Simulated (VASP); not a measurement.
# LiCl (I4/mmm) in VASP: single point with r2SCAN

Aim: the single point of LiCl with r2SCAN.

Program: VASP 6.6.1. These are calculated values, not measurements. Logs are shortened: lines on timing, memory, paths and dates and some standing lists are left out, and cuts for length are marked.

## (1) The cell of the first run

It takes space group I4/mmm (No. 139, tetragonal). The conventional cell has a = 3.615 Å, b = 3.615 Å, c = 4.908 Å, α = 90.00°, β = 90.00°, γ = 90.00°. Within 3.2 Å of Li (site symmetry 4/mmm) lie 6 Cl at 2.45 to 2.56 Å. Within 3.2 Å of Cl (site symmetry 4/mmm) lie 6 Li at 2.45 to 2.56 Å.

## (2) Single point, r2SCAN (uniaxial z strain -4.0%)

The input, POSCAR:

```
LiCl
1.0
    0.0000000000      2.5560369889      2.4537955093
    2.5560369889      0.0000000000      2.4537955093
    2.5560369889      2.5560369889      0.0000000000
Li Cl
1 1
Direct
    0.0000000000      0.0000000000      0.0000000000
    0.5000000000      0.5000000000      0.5000000000
```

The input, INCAR.step1:

```
ALGO     = Normal         # electronic algorithm
EDIFF    = 1E-4           # SCF threshold, eV
ENCUT    = 520            # plane-wave cutoff, eV
GGA      = PE             # functional
ISMEAR   = 0              # smearing method
LASPH    = T              # aspherical terms in the spheres
LCHARG   = F              # write CHGCAR
LREAL    = F              # projectors in reciprocal space
LWAVE    = T              # write WAVECAR
NBANDS   = 12             # bands
NELM     = 100            # most SCF steps
PREC     = Accurate       # precision mode
SIGMA    = 0.01           # smearing width, eV
```

The input, INCAR.step2:

```
ALGO     = Normal         # electronic algorithm
EDIFF    = 1E-6           # SCF threshold, eV
ENCUT    = 520            # plane-wave cutoff, eV
ISIF     = 2              # what is computed and relaxed
ISMEAR   = 0              # smearing method
ISTART   = 1            
LASPH    = T              # aspherical terms in the spheres
LCHARG   = F              # write CHGCAR
LMIXTAU  = T            
LREAL    = F              # projectors in reciprocal space
LWAVE    = F              # write WAVECAR
METAGGA  = R2SCAN         # meta-GGA
NBANDS   = 12             # bands
NELM     = 100            # most SCF steps
PREC     = Accurate       # precision mode
SIGMA    = 0.01           # smearing width, eV
```

The input, KPOINTS:

```
k-points
0
Gamma
  8 8 8
```

Potentials or basis: VASP PAW PBE potentials, release 64 (Li_sv, Cl).

Launch:

```bash
$ cat potpaw_PBE.64/Li_sv/POTCAR potpaw_PBE.64/Cl/POTCAR > POTCAR
$ cp INCAR.step1 INCAR
$ mpirun -np 1 vasp_std > vasp.out
$ cp INCAR.step2 INCAR
$ mpirun -np 1 vasp_std > vasp.out
```

OUTCAR:

```text
EDIFF = 1E-6
   ENCUT = 520
   ISIF = 2
   ISMEAR = 0
   ISTART = 1
   LASPH = T
   LREAL = F
   METAGGA = R2SCAN
   NELM = 100
   PREC = Accurate

 ion  position               nearest neighbor table
   1  0.000  0.000  0.000-   2 2.45   2 2.45   2 2.56   2 2.56   2 2.56   2 2.56
   2  0.500  0.500  0.500-   1 2.45   1 2.45   1 2.56   1 2.56   1 2.56   1 2.56

  LATTYP: Found a body centered tetragonal cell.
 ALAT       =     3.6147821756
 C/A-ratio  =     1.3576450199

  Lattice vectors:

 A1 = (   0.0000000000,  -2.5560369889,  -2.4537955093)
 A2 = (   0.0000000000,   2.5560369889,  -2.4537955093)
 A3 = (   2.5560369889,   0.0000000000,   2.4537955093)

Analysis of symmetry for initial positions (statically):
=====================================================================
 Subroutine PRICEL returns:
 Original cell was already a primitive cell.

 Routine SETGRP: Setting up the symmetry group for a
 body centered tetragonal supercell.

 Subroutine GETGRP returns: Found 16 space group operations
 (whereof 16 operations were pure point group operations)
 out of a pool of 16 trial point group operations.

The static configuration has the point symmetry D_4h.

Analysis of symmetry for dynamics (positions and initial velocities):
=====================================================================
 Subroutine PRICEL returns:
 Original cell was already a primitive cell.

 Routine SETGRP: Setting up the symmetry group for a
 body centered tetragonal supercell.

 Subroutine GETGRP returns: Found 16 space group operations
 (whereof 16 operations were pure point group operations)
 out of a pool of 16 trial point group operations.

The dynamic configuration has the point symmetry D_4h.

 Subroutine INISYM returns: Found 16 space group operations
 (whereof 16 operations are pure point group operations),
 and found     1 'primitive' translations

----------------------------------------------------------------------------------------

                                     Primitive cell

  volume of cell :      32.0629

  direct lattice vectors                    reciprocal lattice vectors
     0.000000000  2.556036989  2.453795509    -0.195615323  0.195615323  0.203765961
     2.556036989  0.000000000  2.453795509     0.195615323 -0.195615323  0.203765961
     2.556036989  2.556036989  0.000000000     0.195615323  0.195615323 -0.203765961

  length of vectors
     3.543224166  3.543224166  3.614782176     0.343585907  0.343585907  0.343585907

  position of ions in fractional coordinates (direct lattice)
     0.000000000  0.000000000  0.000000000
     0.500000000  0.500000000  0.500000000

  ion indices of the primitive-cell ions
   primitive index   ion index
                 1           1
                 2           2

----------------------------------------------------------------------------------------

 KPOINTS: k-points

Automatic generation of k-mesh.
 Grid dimensions read from file:
 generate k-points for:    8    8    8

 Generating k-lattice:

  Cartesian coordinates                     Fractional coordinates (reciprocal lattice)
    -0.024451915  0.024451915  0.025470745     0.125000000  0.000000000  0.000000000
     0.024451915 -0.024451915  0.025470745     0.000000000  0.125000000  0.000000000
     0.024451915  0.024451915 -0.025470745    -0.000000000 -0.000000000  0.125000000

  Length of vectors
     0.042948238  0.042948238  0.042948238

  Shift w.r.t. Gamma in fractional coordinates (k-lattice)
     0.000000000  0.000000000  0.000000000

 Subroutine IBZKPT returns following result:
 ===========================================

 Found     59 irreducible k-points:

 Following reciprocal coordinates:
            Coordinates               Weight
  0.000000  0.000000  0.000000      1.000000
  0.125000  0.000000  0.000000      8.000000
  0.250000  0.000000  0.000000      8.000000
  0.375000  0.000000  0.000000      8.000000
  0.500000  0.000000  0.000000      4.000000
  0.125000  0.125000  0.000000      2.000000
[... 16 lines left out ...]
  0.250000  0.000000  0.125000     16.000000
  0.375000  0.000000  0.125000     16.000000
 [... further k-points ...]
   k-points           NKPTS =     59   k-points in BZ     NKDIM =     59   number of bands    NBANDS=     12
   number of dos      NEDOS =    301   number of ions     NIONS =      2
   total plane-waves  NPLWV =  21952
   dimension x,y,z NGX =    28 NGY =   28 NGZ =   28
   dimension x,y,z NGXF=    56 NGYF=   56 NGZF=   56
   ions per type =               1   1
   NGX,Y,Z   is equivalent  to a cutoff of  13.14, 13.14, 12.88 a.u.
   NGXF,Y,Z  is equivalent  to a cutoff of  26.27, 26.27, 25.75 a.u.
 SYSTEM =  unknown system
   PREC   = accura    normal or accurate (medium, high low for compatibility)
   ISTART =      1    job   : 0-new  1-cont  2-samecut
   ICHARG =      0    charge: 1-file 2-atom 10-const
   ISPIN  =      1    spin polarized calculation?
   LNONCOLLINEAR =      F non collinear calculations
   LSORBIT =      F    spin-orbit coupling
   LASPH  =      T    aspherical Exc in radial PAW
   ENCUT  =  520.0 eV  38.22 Ry    6.18 a.u.   6.59  6.59  6.72*2*pi/ulx,y,z
   NELM   =    100;   NELMIN=  2; NELMDL=  0     # of ELM steps
   EDIFF  = 0.1E-05   stopping-criterion for ELM
   LREAL  =      F    real-space projection
   EDIFFG = 0.1E-04   stopping-criterion for IOM
   NSW    =      0    number of steps for IOM
   IBRION =     -1    ionic relax: 0-MD 1-quasi-New 2-CG
   NFREE  =      0    steps in history (QN), initial steepest desc. (CG)
   ISIF   =      2    stress and relaxation
   ISYM   =      2    0-nonsym 1-usesym 2-fastsym
   POTIM  = 0.5000    time-step for ionic-motion
   TEBEG  =    0.0;   TEEND  =   0.0 temperature during run
   PSTRESS=    0.0 pullay stress
   NELECT =      10.0000    total number of electrons
   NUPDOWN=      -1.0000    fix difference up-down
   EMIN   =  10.00;   EMAX   =-10.00  energy-range for DOS
   EFERMI =   0.00;   METHOD = LEGACY
   ISMEAR =     0;   SIGMA  =   0.01  broadening in eV -4-tet -1-fermi 0-gaus
   EFERMI_NEDOS =   21; number of points for ismear=-14 and -15
   IALGO  =     38    algorithm
   IMIX   =      4    mixing-type and parameters
     AMIX     =   0.40;   BMIX     =  1.00
     AMIX_MAG =   1.60;   BMIX_MAG =  1.00
  volume/ion in A,a.u.               =      16.03       108.19
  Fermi-wavevector in a.u.,A,eV,Ry     =   1.110216  2.098003 16.770248  1.232578
  Thomas-Fermi vector in A             =   2.246764
   LORBIT       =      0    0 simple, 1 ext, 2 COOP (PROOUT), +10 PAW based schemes
   METAGGA = R2SCAN    functional components
   LHFCALC =     F    Hartree Fock is set to
   AEXX    =    0.0000 exact exchange contribution
   IVDW    =     0    specifies the selected vdW correction
   LEPSILON=     F    determine dielectric tensor
   LRPA    =     F    only Hartree local field effects (RPA)
 non-spin polarized calculation
 Gauss-broadening in eV      SIGMA  =   0.01
  energy-cutoff  :      520.00
  volume of cell :       32.06
 maximum number of plane-waves:       883
 NGX is ok and might be reduce to    28
   NGX = 13   NGY = 13   NGZ = 13

 number of electron       9.9999995 magnetization

 Free energy of the ion-electron system (eV)
  ---------------------------------------------------
  ext. energy  EPLUGINS =         0.00000000
  ---------------------------------------------------
  free energy    TOTEN  =       -12.57932691 eV

  energy without entropy =      -12.57932691  energy(sigma->0) =      -12.57932691

 E-fermi :   0.7973     XC(G=0):  -9.3991

 val. band max:        0.6266464773   @ k =   0.0000   0.0000   0.0000
 cond. band min:       8.1716232329   @ k =   0.5000   0.0000   0.0000
 fundamental gap:      7.5449767556
 Fermi energy:         0.7973068904

 k-point     1 :       0.0000    0.0000    0.0000
  band No.  band energies     occupation
      1     -44.1545      2.00000
      2     -13.5888      2.00000
      3       0.4946      2.00000
      4       0.6266      2.00000
      5       0.6266      2.00000
      6       8.2217      0.00000
      7      13.1756      0.00000
      8      13.1757      0.00000
      9      13.5398      0.00000
     10      15.7709      0.00000
     11      16.4700      0.00000
     12      16.4710      0.00000

 k-point     2 :       0.1250    0.0000    0.0000
  band No.  band energies     occupation
      1     -44.1540      2.00000
      2     -13.5029      2.00000
      3       0.0186      2.00000
      4       0.5150      2.00000
      5       0.5631      2.00000
      6       8.6673      0.00000
      7      12.5725      0.00000
      8      13.0983      0.00000
      9      13.4869      0.00000
     10      14.5514      0.00000
     11      14.8603      0.00000
     12      17.2032      0.00000

 k-point     3 :       0.2500    0.0000    0.0000
  band No.  band energies     occupation
      1     -44.1527      2.00000
      2     -13.2830      2.00000
      3      -1.1130      2.00000
      4       0.4184      2.00000
      5       0.4367      2.00000
      6       8.8850      0.00000
      7      11.9637      0.00000
      8      12.4118      0.00000
      9      12.7449      0.00000
     10      15.4896      0.00000
     11      15.5027      0.00000
     12      17.8205      0.00000

 k-point     4 :       0.3750    0.0000    0.0000
  band No.  band energies     occupation
      1     -44.1515      2.00000
      2     -13.0427      2.00000
      3      -2.0909      2.00000
      4       0.2840      2.00000
      5       0.3690      2.00000
      6       8.4088      0.00000
      7      11.0546      0.00000
      8      11.4632      0.00000
      9      14.3176      0.00000
     10      17.2688      0.00000
     11      17.4918      0.00000
     12      18.5197      0.00000

 k-point     5 :       0.5000    0.0000    0.0000
  band No.  band energies     occupation
      1     -44.1509      2.00000
      2     -12.9361      2.00000
      3      -2.4691      2.00000
      4       0.2310      2.00000
      5       0.3430      2.00000
      6       8.1716      0.00000
      7      10.7399      0.00000
      8      11.1244      0.00000
      9      15.3639      0.00000
     10      18.6130      0.00000
     11      19.0664      0.00000
     12      19.1208      0.00000
[... 228 lines left out ...]
      1     -44.1495      2.00000
      2     -12.5921      2.00000
      3      -2.5878      2.00000
      4      -0.7324      2.00000
      5      -0.7324      2.00000
      6       9.2983      0.00000
      7       9.4335      0.00000
      8      15.0658      0.00000
      9      16.2308      0.00000
     10      16.2315      0.00000
     11      18.6497      0.00000
     12      20.2706      0.00000

 k-point    22 :       0.1250    0.0000    0.1250
  band No.  band energies     occupation
      1     -44.1539      2.00000
      2     -13.4754      2.00000
      3       0.1189      2.00000
      4       0.2867      2.00000
      5       0.4513      2.00000
      6       8.9324      0.00000
      7      12.2168      0.00000
      8      12.9861      0.00000
      9      13.5843      0.00000
     10      13.6359      0.00000
     11      16.5148      0.00000
     12      17.4276      0.00000

 k-point    23 :       0.2500    0.0000    0.1250
  band No.  band energies     occupation
      1     -44.1529      2.00000
      2     -13.2989      2.00000
      3      -0.7826      2.00000
      4       0.1769      2.00000
      5       0.2947      2.00000
      6       9.5468      0.00000
      7      11.6303      0.00000
      8      11.8678      0.00000
      9      13.3701      0.00000
     10      14.4895      0.00000
     11      16.4902      0.00000
     12      18.3900      0.00000

 k-point    24 :       0.3750    0.0000    0.1250
  band No.  band energies     occupation
      1     -44.1516      2.00000
      2     -13.0595      2.00000
      3      -1.7747      2.00000
      4       0.0432      2.00000
      5       0.1252      2.00000
      6       9.2325      0.00000
      7      10.9578      0.00000
      8      12.3313      0.00000
      9      12.9198      0.00000
     10      16.1769      0.00000
     11      17.9216      0.00000
     12      19.0974      0.00000

 [... further k-points ...]

------------------------ aborting loop because EDIFF is reached ----------------------------------------

  FORCE on cell =-STRESS in cart. coord.  units (eV):
  Direction    XX          YY          ZZ          XY          YZ          ZX
  --------------------------------------------------------------------------------------
  -------------------------------------------------------------------------------------
  Total        0.1027974      0.1027974      0.5440748      0.0000000      0.0000000     -0.0000000
  in kB        5.1367681      5.1367681     27.1873293      0.0000000      0.0000000     -0.0000000
  external PRESSURE =      12.4869552 kB  Pullay stress =       0.0000000 kB

 VOLUME and BASIS-vectors are now :
 -----------------------------------------------------------------------------
  energy-cutoff  :      520.00
  volume of cell :       32.06
      direct lattice vectors                 reciprocal lattice vectors
     0.000000000  2.556036989  2.453795509    -0.195615323  0.195615323  0.203765961
     2.556036989  0.000000000  2.453795509     0.195615323 -0.195615323  0.203765961
     2.556036989  2.556036989  0.000000000     0.195615323  0.195615323 -0.203765961

 POSITION                                       TOTAL-FORCE (eV/Angst)
 -----------------------------------------------------------------------------------
      0.00000      0.00000      0.00000         0.000000      0.000000      0.000000
      2.55604      2.55604      2.45380        -0.000000     -0.000000      0.000000
 -----------------------------------------------------------------------------------
    total drift:                                0.000000      0.000000      0.000000

  FREE ENERGIE OF THE ION-ELECTRON SYSTEM (eV)
  ---------------------------------------------------
  free  energy   TOTEN  =       -12.5793269118 eV

  energy  without entropy=      -12.5793269118  energy(sigma->0) =      -12.57932691
```

It took 80 s on 1 thread of AMD EPYC 9R45 (Zen 5), shared host; peak memory 0.13 GiB.

What came out:

- Free energy: -12.5793 eV
- Band gap on the k mesh: 7.54 eV, indirect (least direct gap 7.60 eV)

Caveat: the cell differs from its parent crystal (uniaxial z strain -4.0%); the cutoff is under 1.25 times the usual one of these potentials, so pressure, stress and relaxed cells hold a basis-set (Pulay) error; the PAW data sets were made with another functional, which shifts forces and pressure a little. A k mesh can miss the band edges.
